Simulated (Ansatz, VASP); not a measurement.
## Two plane-wave programs on BiTe

File POSCAR:

```
BiTe
1.0
    2.4545891627      1.4171577139      3.3609455389
   -2.4545891627      1.4171577139      3.3609455389
    0.0000000000     -2.8343154277      3.3609455389
Bi Te
1 1
Direct
    0.5000000000      0.5000000000      0.5000000000
    0.0000000000      0.0000000000      0.0000000000
```

Contents of INCAR.step1:

```
PREC     = Accurate       # precision mode
ENCUT    = 520            # plane-wave cutoff, eV
EDIFF    = 1E-5           # SCF threshold, eV
ISMEAR   = -1             # smearing method
SIGMA    = 0.05           # smearing width, eV
LREAL    = F              # projectors in reciprocal space
LASPH    = T              # aspherical terms in the spheres
NELM     = 60             # most SCF steps
ALGO     = Normal         # electronic algorithm
ISIF     = 2              # what is computed and relaxed
LWAVE    = T              # write WAVECAR
NBANDS   = 18             # bands
GGA      = PE             # functional
```

INCAR.step2

```
PREC     = Accurate       # precision mode
ENCUT    = 520            # plane-wave cutoff, eV
EDIFF    = 1E-6           # SCF threshold, eV
ISMEAR   = -1             # smearing method
SIGMA    = 0.05           # smearing width, eV
LREAL    = F              # projectors in reciprocal space
LASPH    = T              # aspherical terms in the spheres
NELM     = 60             # most SCF steps
ALGO     = Normal         # electronic algorithm
ISIF     = 2              # what is computed and relaxed
LWAVE    = F              # write WAVECAR
LCHARG   = T              # write CHGCAR
GGA      = PE             # functional
LHFCALC  = T              # exact exchange
HFSCREEN = 0.2079         # screening, 1/A
PRECFOCK = Normal       
LELF     = T              # ELF
LVHAR    = T            
NBANDS   = 18             # bands
ISTART   = 1
```

KPOINTS

```
regular mesh
0
Gamma
  4 4 4
```

File input:

```
crystal:
  lattice:
    - [2.4545891627, 1.4171577139, 3.3609455389]
    - [-2.4545891627, 1.4171577139, 3.3609455389]
    - [0.0, -2.8343154277, 3.3609455389]
  atoms:
    - { symbol: Bi, position: [0.5, 0.5, 0.5] }
    - { symbol: Te, position: [0.0, 0.0, 0.0] }
hamiltonian:
  xc: hse06
  pseudopotentials: { kind: paw }
kpoints:
  mp_grid: { grid: [4, 4, 4] }
scf:
  occupations: { method: fermi_dirac, width: 0.05 }
output:
  forces: true
  stress: true
  eigenvalues: true
```

Alike in both runs: task single point; functional HSE06; k mesh 4 × 4 × 4; occupations fermi-dirac, width 0.05 eV; no spin polarisation.

|  | VASP | Ansatz |
| --- | --- | --- |
| version | VASP 6.6.1 | Ansatz 0.2.0 |
| potentials or method | VASP PAW PBE potentials, release 64 (Bi_d, Te) | Ansatz PAW |
| plane-wave cutoff (eV) | 520 | 420 |
| valence electrons in the cell | 21 | 31 |

Ansatz gave:

```
gap on the k mesh at the Fermi level (eV)                     : none
pressure (GPa)                                                : -3.4
traceless stress, the component that is largest in VASP (GPa) : 0.69
```

Q: Which values does VASP return?

A: gap on the k mesh at the Fermi level (eV): none; pressure (GPa): -3.7; traceless stress, the component that is largest in VASP (GPa): 0.73.

A gap of «none» marks a metal or a gap that the smearing closes. VASP's potentials hold 21 valence electrons a cell and Ansatz's 31, so a difference there can come from the potentials and not from the codes.

The k mesh is coarse, so the values compare programs but aren't converged. Neither program's run includes spin-orbit coupling.
